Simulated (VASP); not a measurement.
Runs of VASP 6.6.1 on Sn. The structure is that of space group Fd-3m (No. 227), or close to it. The cells are those of the table. 

```tsv
cell	gap on the mesh (eV)	pressure (GPa)
a = 4.720 Å, angles 60.0°, 2 atoms	none	-2.2
a = 4.455 Å, angles 60.0°, 2 atoms	none	6.1
a = 4.573 Å, angles 60.0°, 2 atoms	none	(b)
a = 4.610 Å, angles 60.0°, 2 atoms	none	0.3
a = 4.684 Å, angles 60.0°, 2 atoms	none	-1.5
a = 4.534 Å, angles 60.0°, 2 atoms	none	(a)
a = 4.415 Å, angles 60.0°, 2 atoms	(c)	8.0
a = 4.648 Å, angles 60.0°, 2 atoms	none	-0.6
a = 4.495 Å, angles 60.0°, 2 atoms	none	4.3
```

Alike in all rows: task single point; level PBEsol; potentials or basis VASP PAW PBE potentials, release 64 (Sn_d); no spin polarisation; k mesh 7 × 7 × 7; cutoff (eV) 520; smearing gaussian 0.1 eV.

Task: Fill in the values left out.

Result: (a) 2.8; (b) 1.5; (c) 0.05.

Caveats: the PAW data sets were made with another functional, which shifts forces and pressure a little; spin-orbit coupling is left out, which moves the levels of the heavy elements.

A k mesh can miss the band edges, and the runs leave out spin-orbit coupling on Sn.

A gap of «none» marks levels without a gap at the run's occupations.
